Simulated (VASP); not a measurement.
# KCd3 (Fm-3m) in VASP: single point with LDA

Aim: the single point of KCd3 with LDA.

Program: VASP 6.6.1. These are calculated values, not measurements. Logs are shortened: lines on timing, memory, paths and dates and some standing lists are left out, and cuts for length are marked.

## 1. The cell of the first run

It takes space group Fm-3m (No. 225, cubic). Conventional cell: a = 7.821 Å, b = 7.821 Å, c = 7.821 Å, α = 90.00°, β = 90.00°, γ = 90.00°. K (site symmetry m-3m) has 14 Cd at 3.39 to 3.91 Å within 4.5 Å. Cd (site symmetry -43m) has 4 K at 3.39 Å and 10 Cd at 3.39 to 3.91 Å within 4.5 Å. Within 4.5 Å of Cd (site symmetry m-3m) lie 8 Cd at 3.39 Å and 6 K at 3.91 Å.

## 2. Single point, LDA, collinear spin, zero start

The input, INCAR:

```
ALGO = Normal ; EDIFF = 1E-7
ENCUT = 520 ; ISIF = 2
ISMEAR = -1 ; ISPIN = 2
LASPH = True ; LCHARG = False
LORBIT = 11 ; LREAL = False
LWAVE = False ; MAGMOM = 0 0 0 0
NBANDS = 34 ; NELM = 150
PREC = Accurate ; SIGMA = 0.2
```

The input, KPOINTS:

```
k-points
0
Gamma
  3 3 3
```

The input, POSCAR:

```
KCd3
1.0
    0.0000000000      3.9107430000      3.9107430000
    3.9107430000      0.0000000000      3.9107430000
    3.9107430000      3.9107430000      0.0000000000
K Cd
1 3
Direct
    0.0000000000      0.0000000000      0.0000000000
    0.2500000000      0.2500000000      0.2500000000
    0.7500000000      0.7500000000      0.7500000000
    0.5000000000      0.5000000000      0.5000000000
```

Potentials or basis: VASP PAW LDA potentials, release 64 (K_sv, Cd).

Started as:

```console
$ cat potpaw_LDA.64/K_sv/POTCAR potpaw_LDA.64/Cd/POTCAR > POTCAR
$ mpirun -np 1 vasp_std > vasp.out
```

OUTCAR:

```text
EDIFF = 1E-7
   ENCUT = 520
   ISIF = 2
   ISMEAR = -1
   ISPIN = 2
   LASPH = True
   LORBIT = 11
   LREAL = False
   NELM = 150
   PREC = Accurate

 ion  position               nearest neighbor table
   1  0.000  0.000  0.000-   3 3.39   3 3.39   3 3.39   2 3.39   3 3.39   2 3.39   2 3.39   2 3.39

   2  0.250  0.250  0.250-   1 3.39   1 3.39   1 3.39   1 3.39   4 3.39   4 3.39   4 3.39   4 3.39

   3  0.750  0.750  0.750-   4 3.39   4 3.39   4 3.39   1 3.39   4 3.39   1 3.39   1 3.39   1 3.39

   4  0.500  0.500  0.500-   2 3.39   2 3.39   2 3.39   2 3.39   3 3.39   3 3.39   3 3.39   3 3.39

  LATTYP: Found a face centered cubic cell.
 ALAT       =     7.8214860000

  Lattice vectors:

 A1 = (   0.0000000000,   3.9107430000,   3.9107430000)
 A2 = (   3.9107430000,   0.0000000000,   3.9107430000)
 A3 = (   3.9107430000,   3.9107430000,   0.0000000000)

Analysis of symmetry for initial positions (statically):
=====================================================================
 Subroutine PRICEL returns:
 Original cell was already a primitive cell.

 Routine SETGRP: Setting up the symmetry group for a
 face centered cubic supercell.

 Subroutine GETGRP returns: Found 48 space group operations
 (whereof 48 operations were pure point group operations)
 out of a pool of 48 trial point group operations.

The static configuration has the point symmetry O_h .

Analysis of symmetry for dynamics (positions and initial velocities):
=====================================================================
 Subroutine PRICEL returns:
 Original cell was already a primitive cell.

 Routine SETGRP: Setting up the symmetry group for a
 face centered cubic supercell.

 Subroutine GETGRP returns: Found 48 space group operations
 (whereof 48 operations were pure point group operations)
 out of a pool of 48 trial point group operations.

The dynamic configuration has the point symmetry O_h .

Analysis of structural, dynamic, and magnetic symmetry:
=====================================================================
 Subroutine PRICEL returns:
 Original cell was already a primitive cell.

 Routine SETGRP: Setting up the symmetry group for a
 face centered cubic supercell.

 Subroutine GETGRP returns: Found 48 space group operations
 (whereof 48 operations were pure point group operations)
 out of a pool of 48 trial point group operations.

The overall configuration has the point symmetry O_h .

 Subroutine INISYM returns: Found 48 space group operations
 (whereof 48 operations are pure point group operations),
 and found     1 'primitive' translations

----------------------------------------------------------------------------------------

                                     Primitive cell

  volume of cell :     119.6211

  direct lattice vectors                    reciprocal lattice vectors
     0.000000000  3.910743000  3.910743000    -0.127852943  0.127852943  0.127852943
     3.910743000  0.000000000  3.910743000     0.127852943 -0.127852943  0.127852943
     3.910743000  3.910743000  0.000000000     0.127852943  0.127852943 -0.127852943

  length of vectors
     5.530625790  5.530625790  5.530625790     0.221447792  0.221447792  0.221447792

  position of ions in fractional coordinates (direct lattice)
     0.000000000  0.000000000  0.000000000
     0.250000000  0.250000000  0.250000000
     0.750000000  0.750000000  0.750000000
     0.500000000  0.500000000  0.500000000

  ion indices of the primitive-cell ions
   primitive index   ion index
                 1           1
                 2           2
                 3           3
                 4           4

----------------------------------------------------------------------------------------

 KPOINTS: k-points

Automatic generation of k-mesh.
 Grid dimensions read from file:
 generate k-points for:    3    3    3

 Generating k-lattice:

  Cartesian coordinates                     Fractional coordinates (reciprocal lattice)
    -0.042617648  0.042617648  0.042617648     0.333333333  0.000000000  0.000000000
     0.042617648 -0.042617648  0.042617648     0.000000000  0.333333333  0.000000000
     0.042617648  0.042617648 -0.042617648     0.000000000  0.000000000  0.333333333

  Length of vectors
     0.073815931  0.073815931  0.073815931

  Shift w.r.t. Gamma in fractional coordinates (k-lattice)
     0.000000000  0.000000000  0.000000000

 Subroutine IBZKPT returns following result:
 ===========================================

 Found      4 irreducible k-points:

 Following reciprocal coordinates:
            Coordinates               Weight
  0.000000  0.000000  0.000000      1.000000
  0.333333  0.000000  0.000000      8.000000
  0.333333  0.333333  0.000000      6.000000
 -0.333333  0.333333  0.000000     12.000000
   k-points           NKPTS =      4   k-points in BZ     NKDIM =      4   number of bands    NBANDS=     34
   number of dos      NEDOS =    301   number of ions     NIONS =      4
   total plane-waves  NPLWV =  74088
   dimension x,y,z NGX =    42 NGY =   42 NGZ =   42
   dimension x,y,z NGXF=    84 NGYF=   84 NGZF=   84
   ions per type =               1   3
   NGX,Y,Z   is equivalent  to a cutoff of  12.62, 12.62, 12.62 a.u.
   NGXF,Y,Z  is equivalent  to a cutoff of  25.25, 25.25, 25.25 a.u.
 SYSTEM =  unknown system
   PREC   = accura    normal or accurate (medium, high low for compatibility)
   ISTART =      0    job   : 0-new  1-cont  2-samecut
   ICHARG =      2    charge: 1-file 2-atom 10-const
   ISPIN  =      2    spin polarized calculation?
   LNONCOLLINEAR =      F non collinear calculations
   LSORBIT =      F    spin-orbit coupling
   LASPH  =      T    aspherical Exc in radial PAW
   ENCUT  =  520.0 eV  38.22 Ry    6.18 a.u.  10.28 10.28 10.28*2*pi/ulx,y,z
   NELM   =    150;   NELMIN=  2; NELMDL= -5     # of ELM steps
   EDIFF  = 0.1E-06   stopping-criterion for ELM
   LREAL  =      F    real-space projection
   EDIFFG = 0.1E-05   stopping-criterion for IOM
   NSW    =      0    number of steps for IOM
   IBRION =     -1    ionic relax: 0-MD 1-quasi-New 2-CG
   NFREE  =      0    steps in history (QN), initial steepest desc. (CG)
   ISIF   =      2    stress and relaxation
   ISYM   =      2    0-nonsym 1-usesym 2-fastsym
   POTIM  = 0.5000    time-step for ionic-motion
   TEBEG  =    0.0;   TEEND  =   0.0 temperature during run
   PSTRESS=    0.0 pullay stress
   NELECT =      45.0000    total number of electrons
   NUPDOWN=      -1.0000    fix difference up-down
   EMIN   =  10.00;   EMAX   =-10.00  energy-range for DOS
   EFERMI =   0.00;   METHOD = LEGACY
   ISMEAR =    -1;   SIGMA  =   0.20  broadening in eV -4-tet -1-fermi 0-gaus
   EFERMI_NEDOS =   21; number of points for ismear=-14 and -15
   IALGO  =     38    algorithm
   IMIX   =      4    mixing-type and parameters
     AMIX     =   0.40;   BMIX     =  1.00
     AMIX_MAG =   1.60;   BMIX_MAG =  1.00
  volume/ion in A,a.u.               =      29.91       201.81
  Fermi-wavevector in a.u.,A,eV,Ry     =   1.181797  2.233273 19.002513  1.396645
  Thomas-Fermi vector in A             =   2.318064
   LORBIT       =     11    0 simple, 1 ext, 2 COOP (PROOUT), +10 PAW based schemes
   GGA     = CA    functional components
   LHFCALC =     F    Hartree Fock is set to
   AEXX    =    0.0000 exact exchange contribution
   IVDW    =     0    specifies the selected vdW correction
   LEPSILON=     F    determine dielectric tensor
   LRPA    =     F    only Hartree local field effects (RPA)
 spin polarized calculation
  energy-cutoff  :      520.00
  volume of cell :      119.62
 maximum number of plane-waves:      3239
 NGX is ok and might be reduce to    42
   NGX = 21   NGY = 21   NGZ = 21

 number of electron      44.9999990 magnetization       0.0000532

 number of electron      44.9999990 magnetization      -0.0000067

 Free energy of the ion-electron system (eV)
  ---------------------------------------------------
  ext. energy  EPLUGINS =         0.00000000
  ---------------------------------------------------
  free energy    TOTEN  =        -4.96225422 eV

  energy without entropy =       -4.53705218  energy(sigma->0) =       -4.74965320

 E-fermi :   1.0305     XC(G=0):  -9.4683

 val. band max:        0.9282139288   @ k =   0.3333   0.0000   0.0000
 cond. band min:       1.0389214117   @ k =  -0.3333   0.3333   0.0000
 fundamental gap:      0.1107074829
 Fermi energy:         1.0304732679

 spin component 1

 k-point     1 :       0.0000    0.0000    0.0000
  band No.  band energies     occupation
      1     -29.4735      1.00000
      2     -13.2694      1.00000
      3     -13.2694      1.00000
      4     -13.2694      1.00000
      5      -7.7515      1.00000
      6      -7.7515      1.00000
[... 26 lines left out ...]
     33       6.2625      0.00000
     34      10.1243      0.00000
[... 79 lines left out ...]
      3     -13.2827      1.00000
      4     -13.2724      1.00000
      5      -7.7043      1.00000
      6      -7.6992      1.00000
[... 26 lines left out ...]
     33       9.1572      0.00000
     34       9.5730      0.00000
 Fermi energy:         1.0304732679

 spin component 2

 k-point     1 :       0.0000    0.0000    0.0000
  band No.  band energies     occupation
      1     -29.4734      1.00000
      2     -13.2694      1.00000
      3     -13.2694      1.00000
      4     -13.2694      1.00000
      5      -7.7515      1.00000
      6      -7.7515      1.00000
[... 26 lines left out ...]
     33       6.2625      0.00000
     34      10.1270      0.00000
[... 80 lines left out ...]
      4     -13.2724      1.00000
      5      -7.7043      1.00000
      6      -7.6992      1.00000
[... 26 lines left out ...]
     33       9.1571      0.00000
     34       9.5371      0.00000

------------------------ aborting loop because EDIFF is reached ----------------------------------------

  FORCE on cell =-STRESS in cart. coord.  units (eV):
  Direction    XX          YY          ZZ          XY          YZ          ZX
  --------------------------------------------------------------------------------------
  -------------------------------------------------------------------------------------
  Total       -2.2461699     -2.2461699     -2.2461699      0.0000000      0.0000000      0.0000000
  in kB      -30.0846768    -30.0846768    -30.0846768      0.0000000      0.0000000      0.0000000
  external PRESSURE =     -30.0846768 kB  Pullay stress =       0.0000000 kB

 VOLUME and BASIS-vectors are now :
 -----------------------------------------------------------------------------
  energy-cutoff  :      520.00
  volume of cell :      119.62
      direct lattice vectors                 reciprocal lattice vectors
     0.000000000  3.910743000  3.910743000    -0.127852943  0.127852943  0.127852943
     3.910743000  0.000000000  3.910743000     0.127852943 -0.127852943  0.127852943
     3.910743000  3.910743000  0.000000000     0.127852943  0.127852943 -0.127852943

 POSITION                                       TOTAL-FORCE (eV/Angst)
 -----------------------------------------------------------------------------------
      0.00000      0.00000      0.00000         0.000000     -0.000000      0.000000
      1.95537      1.95537      1.95537        -0.000000      0.000000     -0.000000
      5.86611      5.86611      5.86611         0.000000     -0.000000      0.000000
      3.91074      3.91074      3.91074         0.000000     -0.000000      0.000000
 -----------------------------------------------------------------------------------
    total drift:                               -0.000000     -0.000000      0.000000

  FREE ENERGIE OF THE ION-ELECTRON SYSTEM (eV)
  ---------------------------------------------------
  free  energy   TOTEN  =        -4.9622542246 eV

  energy  without entropy=       -4.5370521817  energy(sigma->0) =       -4.74965320

 total charge

# of ion       s       p       d       tot
------------------------------------------
    1        1.964   5.566   0.042   7.572
    2        0.655   0.152   9.479  10.286
    3        0.655   0.152   9.479  10.286
    4        0.584   0.187   9.477  10.249
--------------------------------------------------
tot          3.858   6.057  28.478  38.393

 magnetization (x)

# of ion       s       p       d       tot
------------------------------------------
    1       -0.000  -0.000   0.000  -0.000
    2        0.000   0.000   0.000   0.000
    3        0.000   0.000   0.000   0.000
    4       -0.000   0.000  -0.000  -0.000
--------------------------------------------------
tot          0.000   0.000   0.000   0.000
```

Wall time 39 s (1 thread of Intel Xeon 6975P-C, shared host); peak memory 0.23 GiB.

Results:

| Item | Value |
| --- | --- |
| Free energy | -4.9623 eV |
| Pressure | -3.0 GPa |
| Net moment | 0.00 μB per cell |
| Valence electrons inside the program's atomic spheres | K 7.57; Cd 10.29, 10.25 |

Levels at points of the mesh, in eV from the Fermi level:
Spin up:
```csv
k point,band 18,band 19,band 20,band 21,band 22,band 23,band 24,band 25,band 26,band 27
"(0.00, 0.00, 0.00)",-8.29,-8.29,-6.32,-0.29,1.06,1.06,1.06,1.51,2.39,2.39
```
Spin down:
```csv
k point,band 19,band 20,band 21,band 22,band 23,band 24,band 25,band 26
"(0.00, 0.00, 0.00)",-8.29,-6.32,-0.29,1.06,1.06,1.06,1.51,2.39
```

Caveat: the k points lie up to 0.46 Å⁻¹ apart.
